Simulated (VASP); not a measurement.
# Ti8HO16 (a cell with a defect) (Rutile) in VASP: further runs, part 3 of 3

VASP 6.6.1. Earlier steps stand in the parts before.

## Step 6: Single point, PBE

File INCAR:

```
ALGO = Normal
EDIFF = 1E-6
ENCUT = 520
GGA = PE
ISIF = 2
ISMEAR = 0
LASPH = True
LCHARG = False
LREAL = Auto
LWAVE = False
NBANDS = 114
NELECT = 192.0
NELM = 100
PREC = Accurate
SIGMA = 0.02
```

File KPOINTS:

```
k-points
0
Gamma
  3 3 3
```

File POSCAR:

```
Ti8HO16
1.0
    4.6432750182     -4.6432750182      0.0000000000
    4.6432750182      4.6432750182      0.0000000000
   -4.6432750182      0.0000000000      5.9277640358
Ti O H
8 16 1
Direct
    0.9996015011      0.0199149690     -0.0048006297
    0.2281528835      0.2334133946      0.4827093290
    0.4956855332      0.4993243441      0.0174384472
    0.7549928820      0.7739590211      0.5048932417
    0.1147738050      0.6330258987      0.2515329542
    0.3733088737      0.8509305936      0.7507712812
    0.6135154965      0.1311802932      0.2499372430
    0.8984469984      0.4012311344      0.7506229960
    0.0103940835      0.3063220642      0.0001680229
    0.2574248069      0.5491792248      0.5015135525
    0.5059810156      0.7974371526     -0.0014394972
    0.7600322506      0.0556742302      0.4993164340
    0.8197256568      0.6185758226      0.2495433339
    0.0702933496      0.8673917307      0.7500074182
    0.3200746467      0.1193486513      0.2503024734
    0.5828121625      0.3384413261      0.7497648309
   -0.0028017897      0.6957275860      0.0012650639
    0.2444280297      0.9418213539      0.4995246069
    0.4948103932      0.1917497314      0.0001771326
    0.7461004824      0.4443395498      0.4989248867
    0.4321947509      0.6286595298      0.2535777387
    0.6790885971      0.8898687030      0.7498100419
    0.9286103154      0.1255323187      0.2463530922
    0.1874224303      0.3795038807      0.7499925728
    0.6002590344      0.1887061988     -0.2508682854
```

Potentials or basis: VASP PAW PBE potentials, release 64 (Ti_sv, O, H).

On the command line:

```console
$ cat potpaw_PBE.64/Ti_sv/POTCAR potpaw_PBE.64/O/POTCAR potpaw_PBE.64/H/POTCAR > POTCAR
$ mpirun -np 1 vasp_std > vasp.out
```

OUTCAR:

```text
EDIFF = 1E-6
   ENCUT = 520
   GGA = PE
   ISIF = 2
   ISMEAR = 0
   LASPH = True
   LREAL = Auto
   NELECT = 192.0
   NELM = 100
   PREC = Accurate

 ion  position               nearest neighbor table
   1  1.000  0.020  0.995-   9 1.87  14 1.94  22 1.95  23 1.97  15 1.98  17 2.15   2 2.90   4 2.91

   2  0.228  0.233  0.483-  23 1.84  15 1.94  24 1.96  18 1.97  10 2.02  16 2.16   1 2.90
   3  0.496  0.499  0.017-  21 1.84  13 1.94  24 1.96  19 1.97  11 2.03  16 2.16   4 2.90
   4  0.755  0.774  0.505-  12 1.87  14 1.94  22 1.95  21 1.98  13 1.98  20 2.15   3 2.90   1 2.91

   5  0.115  0.633  0.252-  18 1.91  17 1.93  13 1.93   9 2.00  10 2.02  21 2.08
   6  0.373  0.851  0.751-  11 1.88  10 1.88  14 1.99  22 2.03  19 2.05  18 2.06
   7  0.614  0.131  0.250-  19 1.92  20 1.93  15 1.93  12 1.98  11 2.03  23 2.08
   8  0.898  0.401  0.751-  17 1.86  20 1.87  24 1.90   9 2.07  12 2.08  16 2.11
   9  0.010  0.306  0.000-   1 1.87   5 2.00   8 2.07
  10  0.257  0.549  0.502-   6 1.88   2 2.02   5 2.02
  11  0.506  0.797  0.999-   6 1.88   7 2.03   3 2.03
  12  0.760  0.056  0.499-   4 1.87   7 1.98   8 2.08
[... 242 lines left out ...]
  band No.  band energies     occupation
      1     -52.2744      2.00000
      2     -52.2677      2.00000
      3     -52.2574      2.00000
      4     -52.2502      2.00000
      5     -52.2029      2.00000
      6     -52.1804      2.00000
[... 1543 lines left out ...]
    107       7.6331      0.00000
    108       7.6864      0.00000
 [bands above 108 left out]

------------------------ aborting loop because EDIFF is reached ----------------------------------------

  FORCE on cell =-STRESS in cart. coord.  units (eV):
  Direction    XX          YY          ZZ          XY          YZ          ZX
  --------------------------------------------------------------------------------------
  -------------------------------------------------------------------------------------
  Total       -4.2438365     -7.5328499     -2.1764752     -2.3201946      0.0158679     -0.0025626
  in kB      -26.6010949    -47.2171944    -13.6425198    -14.5433777      0.0994624     -0.0160626
  external PRESSURE =     -29.1536030 kB  Pullay stress =       0.0000000 kB

 VOLUME and BASIS-vectors are now :
 -----------------------------------------------------------------------------
  energy-cutoff  :      520.00
  volume of cell :      255.61
      direct lattice vectors                 reciprocal lattice vectors
     4.643275018 -4.643275018  0.000000000     0.107682616 -0.107682616  0.084348837
     4.643275018  4.643275018  0.000000000     0.107682616  0.107682616  0.084348837
    -4.643275018  0.000000000  5.927764036     0.000000000  0.000000000  0.168697673

 POSITION                                       TOTAL-FORCE (eV/Angst)
 -----------------------------------------------------------------------------------
      0.11291     -4.54895      5.89931        -0.040430     -0.039518      0.010153
     -0.09817      0.02443      2.86139         0.028512     -0.020042      0.058091
      4.53913      0.01690      0.10337         0.038891     -0.021818     -0.064862
      4.75499      0.08806      2.99289        -0.045504     -0.040555     -0.009627
      2.30430      2.40639      1.49103        -0.008720     -0.039701      0.006952
      2.19844      2.21773      4.45039         0.024529      0.020458      0.002463
[... 17 lines left out ...]
     -0.85003      0.89189      4.44578         0.008505     -0.009563      0.001807
      0.18496     -1.91095      4.44068        -0.066703     -0.077194      0.000625
 -----------------------------------------------------------------------------------
    total drift:                               -0.016079     -0.028688     -0.001784

  FREE ENERGIE OF THE ION-ELECTRON SYSTEM (eV)
  ---------------------------------------------------
  free  energy   TOTEN  =      -224.5130433669 eV

  energy  without entropy=     -224.5130433669  energy(sigma->0) =     -224.51304337
```

stdout:

```text
POSCAR found type information on POSCAR TiO H
 POSCAR found :  3 types and      25 ions
 scaLAPACK will be used
 LDA part: xc-table for (Slater+PW92), standard interpolation
 POSCAR, INCAR and KPOINTS ok, starting setup
 FFT: planning ... GRIDC
 FFT: planning ... GRID_SOFT
 FFT: planning ... GRID
 WAVECAR not read
 entering main loop
 the old and the new charge density differ
 old charge density:   193.00000 new  192.00000
    0.621E+01
```

Run time: 21 min. Hardware: 1 thread of Intel Xeon Platinum 8488C (Sapphire Rapids), shared host; peak memory 0.51 GiB.

What came out:

```yaml
Free_energy: -224.5130 eV
Largest_force: 0.102 eV/Å
```

Forces in eV/Å, atoms in the order of the input:
```
Ti  -0.040 -0.040  0.010
Ti   0.029 -0.020  0.058
Ti   0.039 -0.022 -0.065
Ti  -0.046 -0.041 -0.010
Ti  -0.009 -0.040  0.007
Ti   0.025  0.020  0.002
Ti  -0.005 -0.042 -0.014
Ti  -0.047  0.001 -0.005
O    0.028  0.017 -0.004
O   -0.013 -0.027 -0.038
O   -0.017 -0.029  0.040
O    0.025  0.016  0.009
O    0.007 -0.009  0.008
O    0.024 -0.025 -0.003
O    0.004 -0.010 -0.004
O    0.048  0.073  0.001
O    0.052  0.055  0.028
O    0.012  0.009  0.026
O    0.015  0.007 -0.022
O    0.047  0.054 -0.028
O   -0.045  0.044  0.039
O   -0.022  0.044  0.000
O   -0.051  0.048 -0.039
O    0.009 -0.010  0.002
H   -0.067 -0.077  0.001
```

Levels at points of the mesh, in eV from the Fermi level:
| k point | band 92 | band 93 | band 94 | band 95 | band 96 | band 97 | band 98 | band 99 | band 100 | band 101 |
| --- | --- | --- | --- | --- | --- | --- | --- | --- | --- | --- |
| (0.00, 0.00, 0.00) | -1.27 | -0.73 | -0.72 | -0.55 | -0.09 | 1.98 | 2.26 | 2.49 | 2.54 | 2.57 |

Caveat: the cell carries a net charge on a neutralising background, which shifts energy and pressure; the cell is charged against a uniform background, so pressure and absolute levels hang on convention.
